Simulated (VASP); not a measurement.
# SnO2 (I4_1/amd) in VASP: notebook, part 2 of 2

VASP 6.6.1. The steps go on from the part before.

### 5 Single point, LDA (strain +0.080 along x and y, +0.080 along z)

The input, INCAR:

```
SYSTEM = SnO2
PREC = Accurate
ENCUT = 520
EDIFF = 1E-6
ISMEAR = 0
SIGMA = 0.05
LREAL = .False.
LASPH = .True.
NELM = 100
ALGO = Normal
ISIF = 2
LWAVE = .False.
LCHARG = .True.
LELF = .True.
LVHAR = .True.
NBANDS = 35
```

The input, KPOINTS:

```
Automatic mesh
0
Gamma
  10 10 10
  0 0 0
```

The input, POSCAR:

```
SnO2
1.0
   -2.1450020794      2.1450020794      5.4973812135
    2.1450020794     -2.1450020794      5.4973812135
    2.1450020794      2.1450020794     -5.4973812135
Sn O
2 4
Direct
    0.7500000000      0.2500000000      0.5000000000
    0.0000000000      0.0000000000      0.0000000000
    0.7969975834      0.7969975834      0.0000000000
    0.9530024166      0.4530024166      0.5000000000
    0.2030024166      0.2030024166      0.0000000000
    0.5469975834      0.0469975834      0.5000000000
```

Potentials or basis: VASP PAW LDA potentials, release 64 (Sn_d, O).

The run is started by

```bash
> cat potpaw_LDA.64/Sn_d/POTCAR potpaw_LDA.64/O/POTCAR > POTCAR
> mpirun -np 1 vasp_std > vasp.out
```

OUTCAR:

```text
SYSTEM = SnO2
   PREC = Accurate
   ENCUT = 520
   EDIFF = 1E-6
   ISMEAR = 0
   LREAL = .False.
   LASPH = .True.
   NELM = 100
   ISIF = 2

 ion  position               nearest neighbor table
   1  0.750  0.250  0.500-   3 2.21   5 2.21   3 2.21   5 2.21   4 2.23   6 2.23   2 3.49   2 3.49
                             2 3.49   2 3.49
   2  0.000  0.000  0.000-   6 2.21   4 2.21   6 2.21   4 2.21   3 2.23   5 2.23   1 3.49   1 3.49
                             1 3.49   1 3.49
   3  0.797  0.797  0.000-   1 2.21   1 2.21   2 2.23
   4  0.953  0.453  0.500-   2 2.21   2 2.21   1 2.23
   5  0.203  0.203  0.000-   1 2.21   1 2.21   2 2.23
   6  0.547  0.047  0.500-   2 2.21   2 2.21   1 2.23

  LATTYP: Found a body centered tetragonal cell.
 ALAT       =     4.2900041588
 C/A-ratio  =     2.5628792001

  Lattice vectors:

 A1 = (  -2.1450020794,   2.1450020794,   5.4973812135)
 A2 = (   2.1450020794,  -2.1450020794,   5.4973812135)
 A3 = (   2.1450020794,   2.1450020794,  -5.4973812135)

Analysis of symmetry for initial positions (statically):
=====================================================================
 Subroutine PRICEL returns:
 Original cell was already a primitive cell.

 Routine SETGRP: Setting up the symmetry group for a
 body centered tetragonal supercell.

 Subroutine GETGRP returns: Found 16 space group operations
 (whereof  8 operations were pure point group operations)
 out of a pool of 16 trial point group operations.

The static configuration has the point symmetry D_2d.
 The point group associated with its full space group is D_4h.

Analysis of symmetry for dynamics (positions and initial velocities):
=====================================================================
 Subroutine PRICEL returns:
 Original cell was already a primitive cell.

 Routine SETGRP: Setting up the symmetry group for a
 body centered tetragonal supercell.

 Subroutine GETGRP returns: Found 16 space group operations
 (whereof  8 operations were pure point group operations)
 out of a pool of 16 trial point group operations.

The dynamic configuration has the point symmetry D_2d.
 The point group associated with its full space group is D_4h.

 Subroutine INISYM returns: Found 16 space group operations
 (whereof  8 operations are pure point group operations),
 and found     1 'primitive' translations

----------------------------------------------------------------------------------------

                                     Primitive cell

  volume of cell :     101.1745

  direct lattice vectors                    reciprocal lattice vectors
    -2.145002079  2.145002079  5.497381213     0.000000000  0.233100007  0.090952397
     2.145002079 -2.145002079  5.497381213     0.233100007  0.000000000  0.090952397
     2.145002079  2.145002079 -5.497381213     0.233100007  0.233100007  0.000000000

  length of vectors
     6.278795111  6.278795111  6.278795111     0.250215811  0.250215811  0.329653191

  position of ions in fractional coordinates (direct lattice)
     0.750000000  0.250000000  0.500000000
     0.000000000  0.000000000  0.000000000
     0.796997583  0.796997583  0.000000000
     0.953002417  0.453002417  0.500000000
     0.203002417  0.203002417  0.000000000
     0.546997583  0.046997583  0.500000000

  ion indices of the primitive-cell ions
[... 37 lines left out ...]
  0.100000  0.000000 -0.000000      8.000000
  0.200000  0.000000 -0.000000      8.000000
  0.300000 -0.000000  0.000000      8.000000
  0.400000  0.000000  0.000000      8.000000
  0.500000  0.000000 -0.000000      4.000000
[... 16 lines left out ...]
  0.300000  0.300000  0.000000      8.000000
  0.400000  0.300000  0.000000     16.000000
 [... further k-points ...]
   k-points           NKPTS =    102   k-points in BZ     NKDIM =    102   number of bands    NBANDS=     35
   number of dos      NEDOS =    301   number of ions     NIONS =      6
   total plane-waves  NPLWV = 110592
   dimension x,y,z NGX =    48 NGY =   48 NGZ =   48
   dimension x,y,z NGXF=    96 NGYF=   96 NGZF=   96
   ions per type =               2   4
   NGX,Y,Z   is equivalent  to a cutoff of  12.71, 12.71, 12.71 a.u.
   NGXF,Y,Z  is equivalent  to a cutoff of  25.42, 25.42, 25.42 a.u.
 SYSTEM =  SnO2
   PREC   = accura    normal or accurate (medium, high low for compatibility)
   ISTART =      0    job   : 0-new  1-cont  2-samecut
   ICHARG =      2    charge: 1-file 2-atom 10-const
   ISPIN  =      1    spin polarized calculation?
   LNONCOLLINEAR =      F non collinear calculations
   LSORBIT =      F    spin-orbit coupling
   LASPH  =      T    aspherical Exc in radial PAW
   ENCUT  =  520.0 eV  38.22 Ry    6.18 a.u.  11.67 11.67 11.67*2*pi/ulx,y,z
   NELM   =    100;   NELMIN=  2; NELMDL= -5     # of ELM steps
   EDIFF  = 0.1E-05   stopping-criterion for ELM
   LREAL  =      F    real-space projection
   EDIFFG = 0.1E-04   stopping-criterion for IOM
   NSW    =      0    number of steps for IOM
   IBRION =     -1    ionic relax: 0-MD 1-quasi-New 2-CG
   NFREE  =      0    steps in history (QN), initial steepest desc. (CG)
   ISIF   =      2    stress and relaxation
   ISYM   =      2    0-nonsym 1-usesym 2-fastsym
   POTIM  = 0.5000    time-step for ionic-motion
   TEBEG  =    0.0;   TEEND  =   0.0 temperature during run
   PSTRESS=    0.0 pullay stress
   NELECT =      52.0000    total number of electrons
   NUPDOWN=      -1.0000    fix difference up-down
   EMIN   =  10.00;   EMAX   =-10.00  energy-range for DOS
   EFERMI =   0.00;   METHOD = LEGACY
   ISMEAR =     0;   SIGMA  =   0.05  broadening in eV -4-tet -1-fermi 0-gaus
   EFERMI_NEDOS =   21; number of points for ismear=-14 and -15
   IALGO  =     38    algorithm
   IMIX   =      4    mixing-type and parameters
     AMIX     =   0.40;   BMIX     =  1.00
     AMIX_MAG =   1.60;   BMIX_MAG =  1.00
  volume/ion in A,a.u.               =      16.86       113.79
  Fermi-wavevector in a.u.,A,eV,Ry     =   1.311351  2.478093 23.397132  1.719641
  Thomas-Fermi vector in A             =   2.441818
   LORBIT       =      0    0 simple, 1 ext, 2 COOP (PROOUT), +10 PAW based schemes
   GGA     = CA    functional components
   LHFCALC =     F    Hartree Fock is set to
   AEXX    =    0.0000 exact exchange contribution
   IVDW    =     0    specifies the selected vdW correction
   LEPSILON=     F    determine dielectric tensor
   LRPA    =     F    only Hartree local field effects (RPA)
 non-spin polarized calculation
 Gauss-broadening in eV      SIGMA  =   0.05
  energy-cutoff  :      520.00
  volume of cell :      101.17
 maximum number of plane-waves:      2750
   NGX = 23   NGY = 23   NGZ = 23

 number of electron      51.9999999 magnetization

 Free energy of the ion-electron system (eV)
  ---------------------------------------------------
  ext. energy  EPLUGINS =         0.00000000
  ---------------------------------------------------
  free energy    TOTEN  =       -39.82484140 eV

  energy without entropy =      -39.82451286  energy(sigma->0) =      -39.82467713

 E-fermi :   1.9091     XC(G=0):  -9.8617

 val. band max:        1.8564137660   @ k =  -0.4000   0.4000   0.0000
 cond. band min:       1.9255859798   @ k =  -0.1000  -0.1000   0.1000
 fundamental gap:      0.0691722139
 Fermi energy:         1.9090922704

 k-point     1 :       0.0000    0.0000    0.0000
  band No.  band energies     occupation
      1     -18.5267      2.00000
      2     -18.5218      2.00000
      3     -18.4857      2.00000
      4     -18.2325      2.00000
      5     -18.2175      2.00000
      6     -18.2175      2.00000
[... 901 lines left out ...]
     34      11.2910      0.00000
     35      12.8330      0.00000

 [... further k-points ...]

------------------------ aborting loop because EDIFF is reached ----------------------------------------

  FORCE on cell =-STRESS in cart. coord.  units (eV):
  Direction    XX          YY          ZZ          XY          YZ          ZX
  --------------------------------------------------------------------------------------
  -------------------------------------------------------------------------------------
  Total      -14.1309869    -14.1309869    -17.4067181      0.0000000      0.0000000      0.0000000
  in kB     -223.7751178   -223.7751178   -275.6488583      0.0000000      0.0000000      0.0000000
  external PRESSURE =    -241.0663646 kB  Pullay stress =       0.0000000 kB

 VOLUME and BASIS-vectors are now :
 -----------------------------------------------------------------------------
  energy-cutoff  :      520.00
  volume of cell :      101.17
      direct lattice vectors                 reciprocal lattice vectors
    -2.145002079  2.145002079  5.497381213     0.000000000  0.233100007  0.090952397
     2.145002079 -2.145002079  5.497381213     0.233100007  0.000000000  0.090952397
     2.145002079  2.145002079 -5.497381213     0.233100007  0.233100007  0.000000000

 POSITION                                       TOTAL-FORCE (eV/Angst)
 -----------------------------------------------------------------------------------
      0.00000      2.14500      2.74869         0.000000      0.000000      0.000000
      0.00000      0.00000      0.00000         0.000000      0.000000      0.000000
      0.00000      0.00000      8.76280         0.000000     -0.000000      0.979137
      0.00000      2.14500      4.98065        -0.000000      0.000000     -0.979137
      0.00000      0.00000      2.23196         0.000000     -0.000000     -0.979137
      0.00000      2.14500      0.51673        -0.000000      0.000000      0.979137
 -----------------------------------------------------------------------------------
    total drift:                               -0.000000     -0.000000      0.000000

  FREE ENERGIE OF THE ION-ELECTRON SYSTEM (eV)
  ---------------------------------------------------
  free  energy   TOTEN  =       -39.8248413996 eV

  energy  without entropy=      -39.8245128604  energy(sigma->0) =      -39.82467713
```

It took 3.6 min on 1 thread of Intel Xeon 6975P-C (Granite Rapids), shared host; peak memory 0.44 GiB.

Results:

| Item | Value |
| --- | --- |
| Free energy | -39.8248 eV |
| Pressure | -24.1 GPa |
| Largest force | 0.979 eV/Å |
| Band gap on the k mesh | zero (bands 26 and 27 overlap by 0.26 eV) |

Forces on the atoms (eV/Å):
```
Sn   0.000  0.000  0.000
Sn   0.000  0.000  0.000
O    0.000  0.000  0.979
O    0.000  0.000 -0.979
O    0.000  0.000 -0.979
O    0.000  0.000  0.979
```

Stress tensor (GPa, compression positive):
```
-22.38   0.00   0.00
  0.00 -22.38   0.00
  0.00   0.00 -27.56
```

Levels at points of the mesh, in eV from the Fermi level:
| k point | band 24 | band 25 | band 26 | band 27 | band 28 | band 29 |
| --- | --- | --- | --- | --- | --- | --- |
| (0.00, 0.00, 0.00) | -0.65 | -0.32 | -0.32 | -0.32 | 3.30 | 7.79 |
| (0.50, 0.00, 0.00) | -0.65 | -0.61 | -0.51 | 2.72 | 3.90 | 6.30 |
| (0.50, 0.50, 0.00) | -0.96 | -0.12 | -0.12 | 4.76 | 4.76 | 5.99 |
| (0.50, 0.50, 0.50) | -0.88 | -0.26 | -0.26 | 2.13 | 2.13 | 6.61 |

Caveat: the cell differs from its parent crystal (strain +0.080 along x and y, +0.080 along z); the stress differs along the axes, from -28 to -22 GPa; semilocal functionals underestimate gaps, and a narrow one can read as zero; spin-orbit coupling is left out, which moves the levels of the heavy elements.

### 6 Summary

| cell | gap on the mesh (eV) | pressure (GPa) | largest force (eV/Å) |
| --- | --- | --- | --- |
| a = 6.225 Å, angles 141.2, 141.2, 56.0°, 6 atoms | 0.07 | -19.7 | 0.87 |
| a = 5.349 Å, angles 140.0, 140.0, 57.8°, 6 atoms | 4.36 | 86.0 | 2.41 |
| a = 5.528 Å, angles 141.4, 141.4, 55.7°, 6 atoms | 3.80 | 64.2 | 0.69 |
| a = 6.279 Å, angles 140.0, 140.0, 57.8°, 6 atoms | none | -24.1 | 0.98 |

Alike in all rows: task single point; level LDA; potentials or basis VASP PAW LDA potentials, release 64 (Sn_d, O); no spin polarisation; k mesh 10 × 10 × 10; cutoff (eV) 520; smearing gaussian 0.05 eV.

Caveats: spin-orbit coupling is left out, which moves the levels of the heavy elements; semilocal functionals underestimate gaps, and a narrow one can read as zero (at least some runs); the stress differs along the axes, from -24 to -17 GPa (at least some runs); the stress differs along the axes, from 81 to 96 GPa (at least some runs); forces of over 1 eV/Å act on the atoms, so gaps and moduli don't describe the material at rest (at least some runs); the stress differs along the axes, from 57 to 68 GPa (at least some runs); the stress differs along the axes, from -28 to -22 GPa (at least some runs).

Total energies depend on the potentials used, so only differences within one code and one set of settings carry meaning.

The gap in the log of VASP goes by the Fermi energy; the results here count the filled bands.